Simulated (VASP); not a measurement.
# Na (Im-3m) in VASP: a series of runs

The runs below take Na through electric field gradients, with PBE.

Program: VASP 6.6.1. These are calculated values, not measurements. Logs are shortened: lines on timing, memory, paths and dates and some standing lists are left out, and cuts for length are marked.

### Step 1. The cell of the first run

Symmetry: Im-3m, No. 229, cubic system. Conventional cell: a = 4.263 Å, b = 4.263 Å, c = 4.263 Å, α = 90.00°, β = 90.00°, γ = 90.00°. Within 4.8 Å of Na (site symmetry m-3m) lie 14 Na at 3.69 to 4.26 Å.

### Step 2. Electric field gradients, PBE (38.74 Å³/atom)

The input, INCAR:

```
PREC = Accurate ; ENCUT = 400
EDIFF = 1E-8 ; ISMEAR = -1
SIGMA = 0.05 ; LREAL = F
LASPH = T ; NELM = 120
ALGO = Normal ; ISIF = 2
LWAVE = F ; LCHARG = F
GGA = PE ; LEFG = T
NBANDS = 10 ; GGA_COMPAT = F
```

The input, KPOINTS:

```
Automatic mesh
0
Gamma
  12 12 12
```

The input, POSCAR:

```
Na
1.0
   -2.1315235875      2.1315235875      2.1315235875
    2.1315235875     -2.1315235875      2.1315235875
    2.1315235875      2.1315235875     -2.1315235875
Na
1
Direct
    0.0000000000      0.0000000000      0.0000000000
```

Potentials or basis: VASP PAW PBE potentials, release 64 (Na_pv).

Started as:

```bash
> cat potpaw_PBE.64/Na_pv/POTCAR > POTCAR
> mpirun -np 1 vasp_std > vasp.out
```

OUTCAR:

```text
PREC = Accurate
   ENCUT = 400
   EDIFF = 1E-8
   ISMEAR = -1
   LREAL = F
   LASPH = T
   NELM = 120
   ISIF = 2
   GGA = PE

 ion  position               nearest neighbor table
   1  0.000  0.000  0.000-

  LATTYP: Found a body centered cubic cell.
 ALAT       =     4.2630471750

  Lattice vectors:

 A1 = (  -2.1315235875,   2.1315235875,   2.1315235875)
 A2 = (   2.1315235875,  -2.1315235875,   2.1315235875)
 A3 = (   2.1315235875,   2.1315235875,  -2.1315235875)

Analysis of symmetry for initial positions (statically):
=====================================================================
 Subroutine PRICEL returns:
 Original cell was already a primitive cell.

 Routine SETGRP: Setting up the symmetry group for a
 body centered cubic supercell.

 Subroutine GETGRP returns: Found 48 space group operations
 (whereof 48 operations were pure point group operations)
 out of a pool of 48 trial point group operations.

The static configuration has the point symmetry O_h .

Analysis of symmetry for dynamics (positions and initial velocities):
=====================================================================
 Subroutine PRICEL returns:
 Original cell was already a primitive cell.

 Routine SETGRP: Setting up the symmetry group for a
 body centered cubic supercell.

 Subroutine GETGRP returns: Found 48 space group operations
 (whereof 48 operations were pure point group operations)
 out of a pool of 48 trial point group operations.

The dynamic configuration has the point symmetry O_h .

 Subroutine INISYM returns: Found 48 space group operations
 (whereof 48 operations are pure point group operations),
 and found     1 'primitive' translations

----------------------------------------------------------------------------------------

                                     Primitive cell

  volume of cell :      38.7374

  direct lattice vectors                    reciprocal lattice vectors
    -2.131523587  2.131523587  2.131523587     0.000000000  0.234573993  0.234573993
     2.131523587 -2.131523587  2.131523587     0.234573993  0.000000000  0.234573993
     2.131523587  2.131523587 -2.131523587     0.234573993  0.234573993  0.000000000

  length of vectors
     3.691907151  3.691907151  3.691907151     0.331737723  0.331737723  0.331737723

  position of ions in fractional coordinates (direct lattice)
     0.000000000  0.000000000  0.000000000

  ion indices of the primitive-cell ions
   primitive index   ion index
                 1           1

----------------------------------------------------------------------------------------

 KPOINTS: Automatic mesh

Automatic generation of k-mesh.
 Grid dimensions read from file:
 generate k-points for:   12   12   12

 Generating k-lattice:

  Cartesian coordinates                     Fractional coordinates (reciprocal lattice)
     0.000000000  0.019547833  0.019547833     0.083333333  0.000000000  0.000000000
     0.019547833  0.000000000  0.019547833     0.000000000  0.083333333  0.000000000
     0.019547833  0.019547833  0.000000000     0.000000000  0.000000000  0.083333333

  Length of vectors
     0.027644810  0.027644810  0.027644810

  Shift w.r.t. Gamma in fractional coordinates (k-lattice)
     0.000000000  0.000000000  0.000000000

 Subroutine IBZKPT returns following result:
 ===========================================

 Found     72 irreducible k-points:

 Following reciprocal coordinates:
            Coordinates               Weight
  0.000000  0.000000  0.000000      1.000000
  0.083333  0.000000  0.000000     12.000000
  0.166667  0.000000  0.000000     12.000000
  0.250000  0.000000  0.000000     12.000000
  0.333333  0.000000  0.000000     12.000000
  0.416667  0.000000  0.000000     12.000000
[... 16 lines left out ...]
  0.333333  0.083333  0.083333     24.000000
  0.416667  0.083333  0.083333     12.000000
 [... further k-points ...]
   k-points           NKPTS =     72   k-points in BZ     NKDIM =     72   number of bands    NBANDS=     10
   number of dos      NEDOS =    301   number of ions     NIONS =      1
   total plane-waves  NPLWV =  13824
   dimension x,y,z NGX =    24 NGY =   24 NGZ =   24
   dimension x,y,z NGXF=    48 NGYF=   48 NGZF=   48
   ions per type =               1
   NGX,Y,Z   is equivalent  to a cutoff of  10.81, 10.81, 10.81 a.u.
   NGXF,Y,Z  is equivalent  to a cutoff of  21.61, 21.61, 21.61 a.u.
 SYSTEM =  unknown system
   PREC   = accura    normal or accurate (medium, high low for compatibility)
   ISTART =      0    job   : 0-new  1-cont  2-samecut
   ICHARG =      2    charge: 1-file 2-atom 10-const
   ISPIN  =      1    spin polarized calculation?
   LNONCOLLINEAR =      F non collinear calculations
   LSORBIT =      F    spin-orbit coupling
   LASPH  =      T    aspherical Exc in radial PAW
   ENCUT  =  400.0 eV  29.40 Ry    5.42 a.u.   6.02  6.02  6.02*2*pi/ulx,y,z
   NELM   =    120;   NELMIN=  2; NELMDL= -5     # of ELM steps
   EDIFF  = 0.1E-07   stopping-criterion for ELM
   LREAL  =      F    real-space projection
   EDIFFG = 0.1E-06   stopping-criterion for IOM
   NSW    =      0    number of steps for IOM
   IBRION =     -1    ionic relax: 0-MD 1-quasi-New 2-CG
   NFREE  =      0    steps in history (QN), initial steepest desc. (CG)
   ISIF   =      2    stress and relaxation
   ISYM   =      2    0-nonsym 1-usesym 2-fastsym
   POTIM  = 0.5000    time-step for ionic-motion
   TEBEG  =    0.0;   TEEND  =   0.0 temperature during run
   PSTRESS=    0.0 pullay stress
   NELECT =       7.0000    total number of electrons
   NUPDOWN=      -1.0000    fix difference up-down
   EMIN   =  10.00;   EMAX   =-10.00  energy-range for DOS
   EFERMI =   0.00;   METHOD = LEGACY
   ISMEAR =    -1;   SIGMA  =   0.05  broadening in eV -4-tet -1-fermi 0-gaus
   EFERMI_NEDOS =   21; number of points for ismear=-14 and -15
   IALGO  =     38    algorithm
   IMIX   =      4    mixing-type and parameters
     AMIX     =   0.40;   BMIX     =  1.00
     AMIX_MAG =   1.60;   BMIX_MAG =  1.00
  volume/ion in A,a.u.               =      38.74       261.41
  Fermi-wavevector in a.u.,A,eV,Ry     =   0.925545  1.749026 11.655198  0.856633
  Thomas-Fermi vector in A             =   2.051411
   LORBIT       =      0    0 simple, 1 ext, 2 COOP (PROOUT), +10 PAW based schemes
   GGA     = PE    functional components
   LHFCALC =     F    Hartree Fock is set to
   AEXX    =    0.0000 exact exchange contribution
   IVDW    =     0    specifies the selected vdW correction
   LEPSILON=     F    determine dielectric tensor
   LRPA    =     F    only Hartree local field effects (RPA)
 non-spin polarized calculation
  energy-cutoff  :      400.00
  volume of cell :       38.74
 maximum number of plane-waves:       717
   NGX = 13   NGY = 13   NGZ = 13

 number of electron       6.9999967 magnetization

 Free energy of the ion-electron system (eV)
  ---------------------------------------------------
  ext. energy  EPLUGINS =         0.00000000
  ---------------------------------------------------
  free energy    TOTEN  =        -1.30930726 eV

  energy without entropy =       -1.30386779  energy(sigma->0) =       -1.30658752

 E-fermi :   0.1693     XC(G=0):  -6.3903

 val. band max:        0.1332887021   @ k =  -0.3333   0.4167   0.1667
 cond. band min:       0.2425847457   @ k =   0.3333   0.1667  -0.0000
 fundamental gap:      0.1092960436
 Fermi energy:         0.1693084637

 k-point     1 :       0.0000    0.0000    0.0000
  band No.  band energies     occupation
      1     -24.7280      2.00000
      2     -24.7280      2.00000
      3     -24.7280      2.00000
      4      -2.9829      2.00000
      5      11.6532      0.00000
      6      11.6532      0.00000
      7      11.6532      0.00000
      8      12.6300      0.00000
      9      12.6300      0.00000
     10      13.1684      0.00000

 k-point     2 :       0.0833    0.0000    0.0000
  band No.  band energies     occupation
      1     -24.7301      2.00000
      2     -24.7287      2.00000
      3     -24.7280      2.00000
      4      -2.8642      2.00000
      5      10.1793      0.00000
      6      10.9533      0.00000
      7      11.1841      0.00000
      8      11.7594      0.00000
      9      12.0695      0.00000
     10      13.3863      0.00000
[... 274 lines left out ...]
 k-point    24 :       0.4167    0.0833    0.0833
  band No.  band energies     occupation
      1     -24.7566      2.00000
      2     -24.7397      2.00000
      3     -24.7300      2.00000
      4       1.1622      0.00000
      5       1.6005      0.00000
      6       6.2809      0.00000
      7       7.2697      0.00000
      8      11.6077      0.00000
      9      12.3328      0.00000
     10      16.1541      0.00000

 [... further k-points ...]

------------------------ aborting loop because EDIFF is reached ----------------------------------------

  FORCE on cell =-STRESS in cart. coord.  units (eV):
  Direction    XX          YY          ZZ          XY          YZ          ZX
  --------------------------------------------------------------------------------------
  -------------------------------------------------------------------------------------
  Total       -0.1197956     -0.1197956     -0.1197956      0.0000000      0.0000000     -0.0000000
  in kB       -4.9547424     -4.9547424     -4.9547424      0.0000000      0.0000000     -0.0000000
  external PRESSURE =      -4.9547424 kB  Pullay stress =       0.0000000 kB

 VOLUME and BASIS-vectors are now :
 -----------------------------------------------------------------------------
  energy-cutoff  :      400.00
  volume of cell :       38.74
      direct lattice vectors                 reciprocal lattice vectors
    -2.131523587  2.131523587  2.131523587     0.000000000  0.234573993  0.234573993
     2.131523587 -2.131523587  2.131523587     0.234573993  0.000000000  0.234573993
     2.131523587  2.131523587 -2.131523587     0.234573993  0.234573993  0.000000000

 POSITION                                       TOTAL-FORCE (eV/Angst)
 -----------------------------------------------------------------------------------
      0.00000      0.00000      0.00000        -0.000000      0.000000      0.000000
 -----------------------------------------------------------------------------------
    total drift:                               -0.000000     -0.000000      0.000000

  FREE ENERGIE OF THE ION-ELECTRON SYSTEM (eV)
  ---------------------------------------------------
  free  energy   TOTEN  =        -1.3093072581 eV

  energy  without entropy=       -1.3038677879  energy(sigma->0) =       -1.30658752

 Electric field gradients (V/A^2)
---------------------------------------------------------------------
 ion       V_xx      V_yy      V_zz      V_xy      V_xz      V_yz
---------------------------------------------------------------------
   1       0.000    -0.000    -0.000    -0.002    -0.002    -0.002
---------------------------------------------------------------------

 Electric field gradients after diagonalization (V/A^2)
 (convention: |V_zz| > |V_xx| > |V_yy|)
----------------------------------------------------------------------
 ion       V_xx      V_yy      V_zz     asymmetry (V_yy - V_xx)/ V_zz
----------------------------------------------------------------------
   1       0.002     0.002    -0.004       0.000
----------------------------------------------------------------------

           NMR quadrupolar parameters

 Cq : quadrupolar parameter    Cq=e*Q*V_zz/h
 eta: asymmetry parameters     (V_yy - V_xx)/ V_zz
 Q  : nuclear electric quadrupole moment in mb (millibarn)
----------------------------------------------------------------------
 ion       Cq(MHz)       eta       Q (mb)
----------------------------------------------------------------------
   1      -0.000       0.000       1.000
----------------------------------------------------------------------
```

It took 8.7 s on 1 thread of AMD EPYC 7R13 (Zen 3), shared host; peak memory 0.1 GiB.

Results:

| Property | Result |
| --- | --- |
| Free energy | -1.3093 eV |
| Pressure | -0.5 GPa |
| Band gap on the k mesh | zero (an odd number of electrons rules out a gap without spin polarisation) |
| Largest electric field gradient by atom | zero within the noise of the run |

### Step 3. Electric field gradients, PBE (38.74 Å³/atom)

The input, INCAR:

```
SYSTEM = Na
PREC = Accurate ; ENCUT = 400
EDIFF = 1E-8 ; ISMEAR = -1
SIGMA = 0.05 ; LREAL = .False.
LASPH = .True. ; NELM = 120
ALGO = Normal ; ISIF = 2
LWAVE = .False. ; LCHARG = .False.
GGA = PE ; LEFG = .True.
NBANDS = 10 ; GGA_COMPAT = .False.
```

The input, KPOINTS:

```
regular mesh
0
Gamma
  12 12 12
  0 0 0
```

POSCAR is that of step 2.

Potentials or basis: VASP PAW PBE potentials, release 64 (Na_pv).

Started as:

```bash
> cat potpaw_PBE.64/Na_pv/POTCAR > POTCAR
> mpirun -np 1 vasp_std > vasp.out
```

OUTCAR:

```text
SYSTEM = Na
   PREC = Accurate
   ENCUT = 400
   EDIFF = 1E-8
   ISMEAR = -1
   LREAL = .False.
   LASPH = .True.
   NELM = 120
   ISIF = 2
   GGA = PE

 ion  position               nearest neighbor table
   1  0.000  0.000  0.000-

  LATTYP: Found a body centered cubic cell.
 ALAT       =     4.2630471750

  Lattice vectors:

 A1 = (  -2.1315235875,   2.1315235875,   2.1315235875)
 A2 = (   2.1315235875,  -2.1315235875,   2.1315235875)
 A3 = (   2.1315235875,   2.1315235875,  -2.1315235875)

[... 515 lines left out ...]
    total drift:                               -0.000000     -0.000000      0.000000

  FREE ENERGIE OF THE ION-ELECTRON SYSTEM (eV)
  ---------------------------------------------------
  free  energy   TOTEN  =        -1.3093072581 eV

  energy  without entropy=       -1.3038677879  energy(sigma->0) =       -1.30658752

 Electric field gradients (V/A^2)
---------------------------------------------------------------------
 ion       V_xx      V_yy      V_zz      V_xy      V_xz      V_yz
---------------------------------------------------------------------
   1       0.000    -0.000    -0.000    -0.002    -0.002    -0.002
---------------------------------------------------------------------

 Electric field gradients after diagonalization (V/A^2)
 (convention: |V_zz| > |V_xx| > |V_yy|)
----------------------------------------------------------------------
 ion       V_xx      V_yy      V_zz     asymmetry (V_yy - V_xx)/ V_zz
----------------------------------------------------------------------
   1       0.002     0.002    -0.004       0.000
----------------------------------------------------------------------

           NMR quadrupolar parameters

 Cq : quadrupolar parameter    Cq=e*Q*V_zz/h
 eta: asymmetry parameters     (V_yy - V_xx)/ V_zz
 Q  : nuclear electric quadrupole moment in mb (millibarn)
----------------------------------------------------------------------
 ion       Cq(MHz)       eta       Q (mb)
----------------------------------------------------------------------
   1      -0.000       0.000       1.000
----------------------------------------------------------------------
```

Run time: 8.8 s. Hardware: 1 thread of AMD EPYC 7R13 (Zen 3), shared host; peak memory 0.11 GiB.

What came out:

| Property | Result |
| --- | --- |
| Free energy | -1.3093 eV |
| Pressure | -0.5 GPa |
| Band gap on the k mesh | zero (an odd number of electrons rules out a gap without spin polarisation) |
| Largest electric field gradient by atom | zero within the noise of the run |
